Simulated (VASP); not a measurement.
# Co (Fd-3m) in VASP: a series of runs

Co is run at these levels: PBEsol; tasks: single point.

Program: VASP 6.6.1. These are calculated values, not measurements. Logs are shortened: lines on timing, memory, paths and dates and some standing lists are left out, and cuts for length are marked.

**1. The cell of the first run**

The structure is cubic, space group Fd-3m (No. 227). Conventional cell: a = 6.258 Å, b = 6.258 Å, c = 6.258 Å, α = 90.00°, β = 90.00°, γ = 90.00°. Co (site symmetry -43m) has 16 Co at 2.59 to 2.71 Å within 3.4 Å. Co (site symmetry -3m) has 12 Co at 2.21 to 2.59 Å within 2.9 Å.

This isn't the form of Co at room conditions, which is hcp.

**2. Single point, PBEsol, collinear spin, ferromagnetic start**

Input file INCAR:

```
SYSTEM = Co
  PREC = Accurate
  ENCUT = 520
  EDIFF = 1E-6
  ISMEAR = -1
  SIGMA = 0.1
  LREAL = .FALSE.
  LASPH = .TRUE.
  NELM = 150
  ALGO = Normal
  ISIF = 2
  LWAVE = .FALSE.
  LCHARG = .FALSE.
  ISPIN = 2
  MAGMOM = 2.5 2.5 2.5 2.5 2.5 2.5
  LORBIT = 11
  LMAXMIX = 4
  GGA = PS
  NBANDS = 40
```

Input file KPOINTS:

```
regular mesh
0
G
  6 6 6
  0 0 0
```

Input file POSCAR:

```
Co
1.0
    0.0000000000      3.1291800570      3.1291800570
    3.1291800570      0.0000000000      3.1291800570
    3.1291800570      3.1291800570      0.0000000000
Co
6
Direct
    0.2500000000      0.2500000000      0.2500000000
    0.0000000000      0.0000000000      0.0000000000
    0.6250000000      0.6250000000      0.1250000000
    0.6250000000      0.1250000000      0.6250000000
    0.1250000000      0.6250000000      0.6250000000
    0.6250000000      0.6250000000      0.6250000000
```

Potentials or basis: VASP PAW PBE potentials, release 64 (Co).

On the command line:

```
$ cat potpaw_PBE.64/Co/POTCAR > POTCAR
$ mpirun -np 1 vasp_std > vasp.out
```

OUTCAR:

```text
SYSTEM = Co
   PREC = Accurate
   ENCUT = 520
   EDIFF = 1E-6
   ISMEAR = -1
   LREAL = .FALSE.
   LASPH = .TRUE.
   NELM = 150
   ISIF = 2
   ISPIN = 2
   LORBIT = 11
   GGA = PS

 ion  position               nearest neighbor table
   1  0.250  0.250  0.250-   4 2.59   5 2.59   3 2.59   5 2.59   6 2.59   3 2.59   4 2.59   6 2.59
                             4 2.59   6 2.59   5 2.59   3 2.59   2 2.71   2 2.71   2 2.71   2 2.71
   2  0.000  0.000  0.000-   3 2.59   4 2.59   6 2.59   3 2.59   5 2.59   6 2.59   4 2.59   5 2.59
                             6 2.59   3 2.59   4 2.59   5 2.59   1 2.71   1 2.71   1 2.71   1 2.71
   3  0.625  0.625  0.125-   6 2.21   4 2.21   5 2.21   6 2.21   4 2.21   5 2.21   2 2.59   1 2.59
                             2 2.59   1 2.59   1 2.59   2 2.59
   4  0.625  0.125  0.625-   6 2.21   3 2.21   3 2.21   5 2.21   6 2.21   5 2.21   2 2.59   1 2.59
                             2 2.59   1 2.59   1 2.59   2 2.59
   5  0.125  0.625  0.625-   6 2.21   3 2.21   4 2.21   3 2.21   4 2.21   6 2.21   1 2.59   2 2.59
                             1 2.59   2 2.59   1 2.59   2 2.59
   6  0.625  0.625  0.625-   3 2.21   4 2.21   5 2.21   3 2.21   4 2.21   5 2.21   2 2.59   1 2.59
                             2 2.59   1 2.59   2 2.59   1 2.59

  LATTYP: Found a face centered cubic cell.
 ALAT       =     6.2583601140

  Lattice vectors:

 A1 = (   0.0000000000,   3.1291800570,   3.1291800570)
 A2 = (   3.1291800570,   0.0000000000,   3.1291800570)
 A3 = (   3.1291800570,   3.1291800570,   0.0000000000)

Analysis of symmetry for initial positions (statically):
=====================================================================
 Subroutine PRICEL returns:
 Original cell was already a primitive cell.

 Routine SETGRP: Setting up the symmetry group for a
 face centered cubic supercell.

 Subroutine GETGRP returns: Found 48 space group operations
 (whereof 24 operations were pure point group operations)
 out of a pool of 48 trial point group operations.

The static configuration has the point symmetry T_d .
 The point group associated with its full space group is O_h .

Analysis of symmetry for dynamics (positions and initial velocities):
=====================================================================
 Subroutine PRICEL returns:
 Original cell was already a primitive cell.

 Routine SETGRP: Setting up the symmetry group for a
 face centered cubic supercell.

 Subroutine GETGRP returns: Found 48 space group operations
 (whereof 24 operations were pure point group operations)
 out of a pool of 48 trial point group operations.

The dynamic configuration has the point symmetry T_d .
 The point group associated with its full space group is O_h .

Analysis of structural, dynamic, and magnetic symmetry:
[... 155 lines left out ...]
  ext. energy  EPLUGINS =         0.00000000
  ---------------------------------------------------
  free energy    TOTEN  =       -44.97044486 eV

  energy without entropy =      -44.71385556  energy(sigma->0) =      -44.84215021

 E-fermi :  11.2895     XC(G=0): -13.9020

 val. band max:       11.2888026066   @ k =  -0.3333   0.5000   0.1667
 cond. band min:      11.3098866576   @ k =   0.5000   0.0000   0.0000
 fundamental gap:      0.0210840510
 Fermi energy:        11.2894935780

 spin component 1

 k-point     1 :       0.0000    0.0000    0.0000
  band No.  band energies     occupation
      1       1.5923      1.00000
      2       4.3812      1.00000
      3       5.7356      1.00000
      4       5.7356      1.00000
      5       5.7356      1.00000
      6       6.4734      1.00000
[... 661 lines left out ...]
     38      20.0646      0.00000
     39      24.1560      0.00000
 Fermi energy:        11.2894935780

 spin component 2

 k-point     1 :       0.0000    0.0000    0.0000
  band No.  band energies     occupation
      1       1.6960      1.00000
      2       5.3852      1.00000
      3       6.7934      1.00000
      4       6.7934      1.00000
      5       6.7934      1.00000
      6       7.5387      1.00000
[... 661 lines left out ...]
     38      20.7463      0.00000
     39      24.6160      0.00000
 [bands above 39 left out]

------------------------ aborting loop because EDIFF is reached ----------------------------------------

  FORCE on cell =-STRESS in cart. coord.  units (eV):
  Direction    XX          YY          ZZ          XY          YZ          ZX
  --------------------------------------------------------------------------------------
  -------------------------------------------------------------------------------------
  Total        6.0257210      6.0257210      6.0257210      0.0000000      0.0000000     -0.0000000
  in kB      157.5425765    157.5425765    157.5425765      0.0000000      0.0000000     -0.0000000
  external PRESSURE =     157.5425765 kB  Pullay stress =       0.0000000 kB

 VOLUME and BASIS-vectors are now :
 -----------------------------------------------------------------------------
  energy-cutoff  :      520.00
  volume of cell :       61.28
      direct lattice vectors                 reciprocal lattice vectors
     0.000000000  3.129180057  3.129180057    -0.159786267  0.159786267  0.159786267
     3.129180057  0.000000000  3.129180057     0.159786267 -0.159786267  0.159786267
     3.129180057  3.129180057  0.000000000     0.159786267  0.159786267 -0.159786267

 POSITION                                       TOTAL-FORCE (eV/Angst)
 -----------------------------------------------------------------------------------
      1.56459      1.56459      1.56459        -0.000000     -0.000000      0.000000
      0.00000      0.00000      0.00000        -0.000000      0.000000     -0.000000
      2.34689      2.34689      3.91148         0.000000      0.000000      0.000000
      2.34689      3.91148      2.34689         0.000000      0.000000      0.000000
      3.91148      2.34689      2.34689         0.000000      0.000000      0.000000
      3.91148      3.91148      3.91148         0.000000      0.000000      0.000000
 -----------------------------------------------------------------------------------
    total drift:                                0.000000      0.000000      0.000000

  FREE ENERGIE OF THE ION-ELECTRON SYSTEM (eV)
  ---------------------------------------------------
  free  energy   TOTEN  =       -44.9704448609 eV

  energy  without entropy=      -44.7138555615  energy(sigma->0) =      -44.84215021

 total charge

# of ion       s       p       d       tot
------------------------------------------
    1        0.425   0.476   7.236   8.136
    2        0.425   0.476   7.236   8.136
    3        0.580   0.665   7.398   8.644
    4        0.580   0.665   7.398   8.644
    5        0.580   0.665   7.398   8.644
    6        0.580   0.665   7.398   8.644
--------------------------------------------------
tot          3.171   3.611  44.064  50.846

 magnetization (x)

# of ion       s       p       d       tot
------------------------------------------
    1       -0.010  -0.038   1.711   1.663
    2       -0.010  -0.038   1.711   1.663
    3       -0.012  -0.051   1.516   1.454
    4       -0.012  -0.051   1.516   1.454
    5       -0.012  -0.051   1.516   1.454
    6       -0.012  -0.051   1.516   1.454
--------------------------------------------------
tot         -0.067  -0.280   9.488   9.142
```

Wall time 69 s (1 thread of Intel Xeon 6975P-C (Granite Rapids), shared host); peak memory 0.26 GiB.

Results:

| Property | Result |
| --- | --- |
| Free energy | -44.9704 eV |
| Pressure | 15.8 GPa |
| Net moment | 9.14 μB per cell |
| Site moments | Co +1.66, +1.45 (each value once) μB |
| Valence electrons inside the program's atomic spheres | Co 8.14, 8.64 (each value once) |

Levels at points of the mesh, in eV from the Fermi level:
Spin up:
| k point | band 28 | band 29 | band 30 | band 31 | band 32 | band 33 | band 34 | band 35 |
| --- | --- | --- | --- | --- | --- | --- | --- | --- |
| (0.00, 0.00, 0.00) | -0.90 | 0.13 | 0.13 | 0.13 | 1.34 | 3.01 | 3.01 | 3.01 |
| (0.50, 0.00, 0.00) | -1.10 | -1.10 | -0.80 | -0.80 | 0.13 | 2.28 | 2.53 | 2.53 |
| (0.50, 0.50, 0.00) | -1.35 | -1.21 | -1.21 | -1.09 | -1.09 | 1.60 | 1.60 | 2.44 |
Spin down:
| k point | band 19 | band 20 | band 21 | band 22 | band 23 | band 24 | band 25 | band 26 |
| --- | --- | --- | --- | --- | --- | --- | --- | --- |
| (0.00, 0.00, 0.00) | -0.64 | -0.64 | 0.09 | 0.09 | 0.09 | 0.59 | 0.59 | 0.59 |
| (0.50, 0.00, 0.00) | -0.71 | -0.71 | -0.36 | -0.35 | -0.35 | 0.02 | 0.12 | 0.26 |
| (0.50, 0.50, 0.00) | -0.57 | -0.57 | -0.28 | -0.28 | -0.18 | -0.18 | 0.41 | 0.41 |

Caveat: the cell stands under pressure; the PAW data sets were made with another functional, which shifts forces and pressure a little.

**3. Single point, PBEsol, collinear spin, ferromagnetic start**

This run uses another cell than the first one, of 10.51 Å³/atom.

Input file INCAR:

```
ALGO = Normal ; EDIFF = 1E-7
ENCUT = 520 ; GGA = PS
ISIF = 2 ; ISMEAR = -1
ISPIN = 2 ; LASPH = T
LCHARG = T ; LELF = T
LMAXMIX = 4 ; LORBIT = 11
LREAL = F ; LVHAR = T
LWAVE = F ; MAGMOM = 2.5 2.5 2.5 2.5 2.5 2.5
NBANDS = 40 ; NELM = 150
PREC = Accurate ; SIGMA = 0.1
```

Input file KPOINTS:

```
k-points
0
Gamma
  6 6 6
```

Edit POSCAR of step 2 so:

```diff
@@ -2,5 +2,5 @@
 1.0
-    0.0000000000      3.1291800570      3.1291800570
-    3.1291800570      0.0000000000      3.1291800570
-    3.1291800570      3.1291800570      0.0000000000
+    0.0000000000      3.1591261833      3.1591261833
+    3.1591261833      0.0000000000      3.1591261833
+    3.1591261833      3.1591261833      0.0000000000
 Co
```

Potentials or basis: VASP PAW PBE potentials, release 64 (Co).

On the command line:

```
$ cat potpaw_PBE.64/Co/POTCAR > POTCAR
$ mpirun -np 1 vasp_std > vasp.out
```

OUTCAR:

```text
EDIFF = 1E-7
   ENCUT = 520
   GGA = PS
   ISIF = 2
   ISMEAR = -1
   ISPIN = 2
   LASPH = T
   LORBIT = 11
   LREAL = F
   NELM = 150
   PREC = Accurate

 ion  position               nearest neighbor table
   1  0.250  0.250  0.250-   3 2.62   4 2.62   5 2.62   4 2.62   5 2.62   6 2.62   3 2.62   5 2.62
                             6 2.62   3 2.62   4 2.62   6 2.62   2 2.74   2 2.74   2 2.74   2 2.74
   2  0.000  0.000  0.000-   3 2.62   4 2.62   6 2.62   3 2.62   5 2.62   6 2.62   4 2.62   5 2.62
                             6 2.62   3 2.62   4 2.62   5 2.62   1 2.74   1 2.74   1 2.74   1 2.74
   3  0.625  0.625  0.125-   6 2.23   4 2.23   5 2.23   6 2.23   4 2.23   5 2.23   1 2.62   2 2.62
                             2 2.62   1 2.62   2 2.62   1 2.62
   4  0.625  0.125  0.625-   6 2.23   3 2.23   3 2.23   5 2.23   6 2.23   5 2.23   1 2.62   1 2.62
                             2 2.62   1 2.62   2 2.62   2 2.62
   5  0.125  0.625  0.625-   6 2.23   3 2.23   4 2.23   3 2.23   4 2.23   6 2.23   1 2.62   2 2.62
                             1 2.62   2 2.62   1 2.62   2 2.62
   6  0.625  0.625  0.625-   3 2.23   4 2.23   5 2.23   3 2.23   4 2.23   5 2.23   2 2.62   1 2.62
                             2 2.62   1 2.62   2 2.62   1 2.62

  LATTYP: Found a face centered cubic cell.
 ALAT       =     6.3182523666

  Lattice vectors:

 A1 = (   0.0000000000,   3.1591261833,   3.1591261833)
 A2 = (   3.1591261833,   0.0000000000,   3.1591261833)
[... 1559 lines left out ...]
  external PRESSURE =      81.2952524 kB  Pullay stress =       0.0000000 kB

 VOLUME and BASIS-vectors are now :
 -----------------------------------------------------------------------------
  energy-cutoff  :      520.00
  volume of cell :       63.06
      direct lattice vectors                 reciprocal lattice vectors
     0.000000000  3.159126183  3.159126183    -0.158271614  0.158271614  0.158271614
     3.159126183  0.000000000  3.159126183     0.158271614 -0.158271614  0.158271614
     3.159126183  3.159126183  0.000000000     0.158271614  0.158271614 -0.158271614

 POSITION                                       TOTAL-FORCE (eV/Angst)
 -----------------------------------------------------------------------------------
      1.57956      1.57956      1.57956         0.000000     -0.000000     -0.000000
      0.00000      0.00000      0.00000        -0.000000      0.000000      0.000000
      2.36934      2.36934      3.94891         0.000000     -0.000000      0.000000
      2.36934      3.94891      2.36934         0.000000     -0.000000      0.000000
      3.94891      2.36934      2.36934         0.000000     -0.000000      0.000000
      3.94891      3.94891      3.94891         0.000000     -0.000000      0.000000
 -----------------------------------------------------------------------------------
    total drift:                                0.000000      0.000000      0.000000

  FREE ENERGIE OF THE ION-ELECTRON SYSTEM (eV)
  ---------------------------------------------------
  free  energy   TOTEN  =       -45.1016999380 eV

  energy  without entropy=      -44.8411282219  energy(sigma->0) =      -44.97141408

 total charge

# of ion       s       p       d       tot
------------------------------------------
    1        0.414   0.453   7.219   8.086
    2        0.414   0.453   7.219   8.086
    3        0.567   0.637   7.370   8.573
    4        0.567   0.637   7.370   8.573
    5        0.567   0.637   7.370   8.573
    6        0.567   0.637   7.370   8.573
--------------------------------------------------
tot          3.095   3.452  43.917  50.465

 magnetization (x)

# of ion       s       p       d       tot
------------------------------------------
    1       -0.010  -0.039   1.730   1.681
    2       -0.010  -0.039   1.730   1.681
    3       -0.012  -0.052   1.567   1.504
    4       -0.012  -0.052   1.567   1.504
    5       -0.012  -0.052   1.567   1.504
    6       -0.012  -0.052   1.567   1.504
--------------------------------------------------
tot         -0.067  -0.284   9.730   9.379
```

OSZICAR:

```text
N       E                     dE             d eps       ncg     rms          rms(c)
DAV:   1     0.403929884934E+03    0.40393E+03   -0.22915E+04  2568   0.184E+03
DAV:   2    -0.198606183365E+02   -0.42379E+03   -0.39784E+03  2560   0.362E+02
[... 14 lines left out ...]
DAV:  17    -0.451016992175E+02    0.12161E-04   -0.64275E-05  2912   0.161E-01    0.146E-02
DAV:  18    -0.451017005324E+02   -0.13149E-05   -0.48484E-06  3192   0.264E-02    0.146E-02
DAV:  19    -0.451016995926E+02    0.93976E-06   -0.83617E-07  2832   0.180E-02    0.326E-03
DAV:  20    -0.451016997211E+02   -0.12851E-06   -0.14418E-07  1712   0.389E-03    0.753E-04
DAV:  21    -0.451016999045E+02   -0.18339E-06   -0.71410E-08  1536   0.233E-03    0.542E-04
DAV:  22    -0.451016999380E+02   -0.33495E-07   -0.11402E-08  1496   0.849E-04
   1 F= -.45101700E+02 E0= -.44971414E+02  d E =-.260572E+00  mag=     9.3525
```

Wall time 78 s (1 thread of Intel Xeon 6975P-C (Granite Rapids), shared host); peak memory 0.26 GiB.

What came out:

```yaml
Free_energy: -45.1017 eV
Pressure: 8.1 GPa
Net_moment: 9.35 μB per cell
Site_moments: Co +1.68, +1.50 (each value once) μB
Valence_electrons_inside_the_program's_atomic_spheres: Co 8.09, 8.57 (each value once)
```

Caveat: the cell stands under pressure; the PAW data sets were made with another functional, which shifts forces and pressure a little.

**4. Single point, PBEsol, collinear spin, ferromagnetic start**

This run uses another cell than the first one, of 10.81 Å³/atom.

Input file INCAR:

```
SYSTEM = Co
  ALGO = Normal
  EDIFF = 1E-6
  ENCUT = 520
  GGA = PS
  ISIF = 2
  ISMEAR = -1
  ISPIN = 2
  LASPH = .True.
  LCHARG = .True.
  LELF = .True.
  LMAXMIX = 4
  LORBIT = 11
  LREAL = .False.
  LVHAR = .True.
  LWAVE = .False.
  MAGMOM = 2.5 2.5 2.5 2.5 2.5 2.5
  NBANDS = 40
  NELM = 150
  PREC = Accurate
  SIGMA = 0.1
```

Input file KPOINTS:

```
k-points
0
Gamma
  6 6 6
  0 0 0
```

Edit POSCAR of step 3 so:

```diff
@@ -2,5 +2,5 @@
 1.0
-    0.0000000000      3.1591261833      3.1591261833
-    3.1591261833      0.0000000000      3.1591261833
-    3.1591261833      3.1591261833      0.0000000000
+    0.0000000000      3.1885150913      3.1885150913
+    3.1885150913      0.0000000000      3.1885150913
+    3.1885150913      3.1885150913      0.0000000000
 Co
```

On the command line:

```
$ cat potpaw_PBE.64/Co/POTCAR > POTCAR
$ mpirun -np 1 vasp_std > vasp.out
```

Wall time 68 s (1 thread of Intel Xeon 6975P-C (Granite Rapids), shared host); peak memory 0.26 GiB.

Results (log left out):

* Free energy: -45.1554 eV
* Pressure: 1.7 GPa
* Net moment: 9.59 μB per cell
* Site moments: Co +1.71, +1.56 (each value once) μB
* Valence electrons inside the program's atomic spheres: Co 8.04, 8.51 (each value once)

Levels at points of the mesh, in eV from the Fermi level:
Spin up:
| k point | band 29 | band 30 | band 31 | band 32 | band 33 | band 34 | band 35 | band 36 |
| --- | --- | --- | --- | --- | --- | --- | --- | --- |
| (0.00, 0.00, 0.00) | -0.06 | -0.06 | -0.06 | 1.19 | 2.82 | 2.82 | 2.82 | 6.63 |
| (0.50, 0.00, 0.00) | -1.19 | -0.91 | -0.91 | -0.06 | 2.04 | 2.37 | 2.37 | 5.54 |
| (0.50, 0.50, 0.00) | -1.27 | -1.27 | -1.19 | -1.19 | 1.39 | 1.39 | 2.16 | 2.16 |
Spin down:
```
           k point  band 19  band 20  band 21  band 22  band 23  band 24  band 25  band 26
(0.00, 0.00, 0.00)    -0.56    -0.56     0.13     0.13     0.13     0.60     0.60     0.60
(0.50, 0.00, 0.00)    -0.62    -0.62    -0.31    -0.28    -0.28     0.07     0.14     0.29
(0.50, 0.50, 0.00)    -0.49    -0.49    -0.21    -0.21    -0.11    -0.11     0.42     0.42
```

Caveat: the PAW data sets were made with another functional, which shifts forces and pressure a little.

[end of part 1 of 2]
